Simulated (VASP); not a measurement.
# Re (Im-3m) in VASP: notebook, part 2 of 2

VASP 6.6.1. Earlier steps stand in the parts before.

**3. Single point, PBE**

This run uses another cell than the first one, of 14.68 Å³/atom.

INCAR

```
ALGO     = Normal         # electronic algorithm
EDIFF    = 1E-6           # SCF threshold, eV
ENCUT    = 600            # plane-wave cutoff, eV
GGA      = PE             # functional
GGA_COMPAT= False        
ISIF     = 2              # what is computed and relaxed
ISMEAR   = 0              # smearing method
LASPH    = True           # aspherical terms in the spheres
LCHARG   = False          # write CHGCAR
LREAL    = False          # projectors in reciprocal space
LWAVE    = False          # write WAVECAR
NBANDS   = 10             # bands
NELM     = 120            # most SCF steps
PREC     = Accurate       # precision mode
SIGMA    = 0.05           # smearing width, eV
```

KPOINTS

```
k-points
0
Gamma
  10 10 10
```

POSCAR

```
Re
1.0
   -1.5426296001      1.5426296001      1.5426296001
    1.5426296001     -1.5426296001      1.5426296001
    1.5426296001      1.5426296001     -1.5426296001
Re
1
Direct
    0.0000000000      0.0000000000      0.0000000000
```

Potentials or basis: VASP PAW PBE potentials, release 64 (Re).

On the command line:

```console
> cat potpaw_PBE.64/Re/POTCAR > POTCAR
> mpirun -np 1 vasp_std > vasp.out
```

OUTCAR:

```text
EDIFF = 1E-6
   ENCUT = 600
   GGA = PE
   ISIF = 2
   ISMEAR = 0
   LASPH = True
   LREAL = False
   NELM = 120
   PREC = Accurate

 ion  position               nearest neighbor table
   1  0.000  0.000  0.000-

  LATTYP: Found a body centered cubic cell.
 ALAT       =     3.0852592002

  Lattice vectors:

 A1 = (  -1.5426296001,   1.5426296001,   1.5426296001)
 A2 = (   1.5426296001,  -1.5426296001,   1.5426296001)
 A3 = (   1.5426296001,   1.5426296001,  -1.5426296001)

Analysis of symmetry for initial positions (statically):
=====================================================================
 Subroutine PRICEL returns:
 Original cell was already a primitive cell.

 Routine SETGRP: Setting up the symmetry group for a
 body centered cubic supercell.

 Subroutine GETGRP returns: Found 48 space group operations
 (whereof 48 operations were pure point group operations)
 out of a pool of 48 trial point group operations.

The static configuration has the point symmetry O_h .

Analysis of symmetry for dynamics (positions and initial velocities):
=====================================================================
 Subroutine PRICEL returns:
[... 157 lines left out ...]

 val. band max:        8.7784988627   @ k =   0.2000   0.2000   0.0000
 cond. band min:       8.7904140996   @ k =   0.1000   0.1000   0.0000
 fundamental gap:      0.0119152369
 Fermi energy:         8.7869419703

 k-point     1 :       0.0000    0.0000    0.0000
  band No.  band energies     occupation
      1      -1.9605      2.00000
      2       6.1120      2.00000
      3       6.1120      2.00000
      4       6.1120      2.00000
      5       9.6118      0.00000
      6       9.6118      0.00000
      7      24.4072      0.00000
      8      24.4072      0.00000
      9      24.4072      0.00000
     10      36.5860      0.00000
[... 287 lines left out ...]
 k-point    24 :      -0.3000    0.3000    0.1000
  band No.  band energies     occupation
      1       1.4750      2.00000
      2       4.9746      2.00000
      3       5.5357      2.00000
      4       8.2663      2.00000
      5       9.8558      0.00000
      6      10.5943      0.00000
      7      22.8265      0.00000
      8      25.3022      0.00000
      9      29.7940      0.00000
     10      31.4365      0.00000

 [... further k-points ...]
[... 5 lines left out ...]
  --------------------------------------------------------------------------------------
  -------------------------------------------------------------------------------------
  Total        0.8972430      0.8972430      0.8972430      0.0000000      0.0000000      0.0000000
  in kB       97.8984266     97.8984266     97.8984266      0.0000000      0.0000000      0.0000000
  external PRESSURE =      97.8984266 kB  Pullay stress =       0.0000000 kB

 VOLUME and BASIS-vectors are now :
 -----------------------------------------------------------------------------
  energy-cutoff  :      600.00
  volume of cell :       14.68
      direct lattice vectors                 reciprocal lattice vectors
    -1.542629600  1.542629600  1.542629600     0.000000000  0.324121876  0.324121876
     1.542629600 -1.542629600  1.542629600     0.324121876  0.000000000  0.324121876
     1.542629600  1.542629600 -1.542629600     0.324121876  0.324121876  0.000000000

 POSITION                                       TOTAL-FORCE (eV/Angst)
 -----------------------------------------------------------------------------------
      0.00000      0.00000      0.00000         0.000000      0.000000      0.000000
 -----------------------------------------------------------------------------------
    total drift:                                0.000000     -0.000000     -0.000000

  FREE ENERGIE OF THE ION-ELECTRON SYSTEM (eV)
  ---------------------------------------------------
  free  energy   TOTEN  =       -12.1034500413 eV

  energy  without entropy=      -12.1017901574  energy(sigma->0) =      -12.10262010
```

OSZICAR:

```text
N       E                     dE             d eps       ncg     rms          rms(c)
DAV:   1     0.750274095714E+01    0.75027E+01   -0.36091E+03  1424   0.828E+02
DAV:   2    -0.122480239511E+02   -0.19751E+02   -0.17897E+02  1436   0.176E+02
DAV:   3    -0.127973236752E+02   -0.54930E+00   -0.53916E+00  1468   0.568E+01
DAV:   4    -0.127997938665E+02   -0.24702E-02   -0.24693E-02  1546   0.184E+00
DAV:   5    -0.127997987434E+02   -0.48769E-05   -0.48752E-05  1372   0.394E-02    0.305E+01
DAV:   6    -0.122902801444E+02    0.50952E+00   -0.42132E-01  1490   0.171E+01    0.128E+01
DAV:   7    -0.121091358290E+02    0.18114E+00   -0.34635E-01  1494   0.149E+01    0.764E-01
DAV:   8    -0.121036806750E+02    0.54552E-02   -0.29767E-03  1474   0.407E-01    0.105E-01
DAV:   9    -0.121034397175E+02    0.24096E-03   -0.21471E-04  1436   0.104E-01    0.352E-02
DAV:  10    -0.121034507431E+02   -0.11026E-04   -0.18842E-05  1210   0.357E-02    0.329E-03
DAV:  11    -0.121034500413E+02    0.70190E-06   -0.16697E-07   814   0.613E-03
   1 F= -.12103450E+02 E0= -.12102620E+02  d E =-.165988E-02
```

stdout:

```text
POSCAR found type information on POSCAR Re
 POSCAR found :  1 types and       1 ions
 scaLAPACK will be used
 LDA part: xc-table for (Slater+PW92), standard interpolation
 POSCAR, INCAR and KPOINTS ok, starting setup
 FFT: planning ... GRIDC
 FFT: planning ... GRID_SOFT
 FFT: planning ... GRID
 WAVECAR not read
 entering main loop
```

Wall time 8.8 s (1 thread of AMD EPYC 7R13 (Zen 3), shared host); peak memory 0.11 GiB.

What came out:

```yaml
Free_energy: -12.1035 eV
Pressure: 9.8 GPa
Band_gap_on_the_k_mesh: zero (an odd number of electrons rules out a gap without spin polarisation)
```

Caveat: the cell stands under pressure; spin-orbit coupling is left out, which moves the levels of the heavy elements.

**4. Single point, PBE**

This run uses another cell than the first one, of 14.34 Å³/atom.

INCAR

```
PREC = Accurate
ENCUT = 600
EDIFF = 1E-6
ISMEAR = 0
SIGMA = 0.05
LREAL = F
LASPH = T
NELM = 120
ALGO = Normal
ISIF = 2
LWAVE = F
LCHARG = T
GGA = PE
LELF = T
LVHAR = T
NBANDS = 10
GGA_COMPAT = F
```

KPOINTS

```
regular mesh
0
Gamma
  10 10 10
```

POSCAR

```
Re
1.0
   -1.5303378002      1.5303378002      1.5303378002
    1.5303378002     -1.5303378002      1.5303378002
    1.5303378002      1.5303378002     -1.5303378002
Re
1
Direct
    0.0000000000      0.0000000000      0.0000000000
```

On the command line:

```console
> cat potpaw_PBE.64/Re/POTCAR > POTCAR
> mpirun -np 1 vasp_std > vasp.out
```

Run time: 15 s. Hardware: 1 thread of AMD EPYC 7R13 (Zen 3), shared host; peak memory 0.12 GiB.

It converged, with:

| Item | Value |
| --- | --- |
| Free energy | -12.0713 eV |
| Pressure | 20.0 GPa |
| Band gap on the k mesh | zero (an odd number of electrons rules out a gap without spin polarisation) |

Levels at points of the mesh, in eV from the Fermi level:
| k point | band 1 | band 2 | band 3 | band 4 | band 5 | band 6 |
| --- | --- | --- | --- | --- | --- | --- |
| (0.00, 0.00, 0.00) | -10.93 | -2.75 | -2.75 | -2.75 | 0.85 | 0.85 |
| (0.50, 0.00, 0.00) | -7.71 | -5.11 | 0.08 | 0.76 | 1.69 | 4.78 |
| (0.50, 0.50, 0.50) | -7.36 | -7.36 | 3.79 | 3.79 | 3.79 | 8.24 |

Caveat: the cell stands under pressure; spin-orbit coupling is left out, which moves the levels of the heavy elements.

**5. Single point, PBE**

This run uses another cell than the first one, of 14.03 Å³/atom.

INCAR

```
SYSTEM = Re
ALGO     = Normal         ! electronic algorithm
EDIFF    = 1E-6           ! SCF threshold, eV
ENCUT    = 600            ! plane-wave cutoff, eV
GGA      = PE             ! functional
GGA_COMPAT= .False.      
ISIF     = 2              ! what is computed and relaxed
ISMEAR   = 0              ! smearing method
LASPH    = .True.         ! aspherical terms in the spheres
LCHARG   = .False.        ! write CHGCAR
LREAL    = .False.        ! projectors in reciprocal space
LWAVE    = .False.        ! write WAVECAR
NBANDS   = 10             ! bands
NELM     = 120            ! most SCF steps
PREC     = Accurate       ! precision mode
SIGMA    = 0.05           ! smearing width, eV
```

KPOINTS

```
k-points
0
Gamma
  10 10 10
  0 0 0
```

POSCAR

```
Re
1.0
   -1.5193491654      1.5193491654      1.5193491654
    1.5193491654     -1.5193491654      1.5193491654
    1.5193491654      1.5193491654     -1.5193491654
Re
1
Direct
    0.0000000000      0.0000000000      0.0000000000
```

On the command line:

```console
> cat potpaw_PBE.64/Re/POTCAR > POTCAR
> mpirun -np 1 vasp_std > vasp.out
```

Run time: 9.8 s. Hardware: 1 thread of AMD EPYC 7R13 (Zen 3), shared host; peak memory 0.11 GiB.

It converged, with:

```
Free energy            : -12.0234 eV
Pressure               : 30.2 GPa
Band gap on the k mesh : zero (an odd number of electrons rules out a gap without spin polarisation)
```

Levels at points of the mesh, in eV from the Fermi level:
```
           k point  band 1  band 2  band 3  band 4  band 5  band 6  band 7
(0.00, 0.00, 0.00)  -11.09   -2.82   -2.82   -2.82    0.88    0.88   15.72
(0.50, 0.00, 0.00)   -7.89   -5.26    0.13    0.80    1.76    4.96   10.91
(0.50, 0.50, 0.50)   -7.58   -7.58    3.93    3.93    3.93    8.40    8.40
```

Caveat: the cell stands under pressure; spin-orbit coupling is left out, which moves the levels of the heavy elements.

**6. The runs side by side**

```tsv
cell	gap on the mesh (eV)	pressure (GPa)
a = 2.696 Å, angles 109.5°, 1 atom	none	-0.4
a = 2.672 Å, angles 109.5°, 1 atom	none	9.8
a = 2.651 Å, angles 109.5°, 1 atom	none	20.0
a = 2.632 Å, angles 109.5°, 1 atom	none	30.2
```

Alike in all rows: task single point; level PBE; potentials or basis VASP PAW PBE potentials, release 64 (Re); no spin polarisation; k mesh 10 × 10 × 10; cutoff (eV) 600; smearing gaussian 0.05 eV.

Caveats: spin-orbit coupling is left out, which moves the levels of the heavy elements; the cell stands under pressure (at least some runs).

Total energies depend on the potentials used, so only differences within one code and one set of settings carry meaning.

The gap in the log of VASP goes by the Fermi energy; the results here count the filled bands.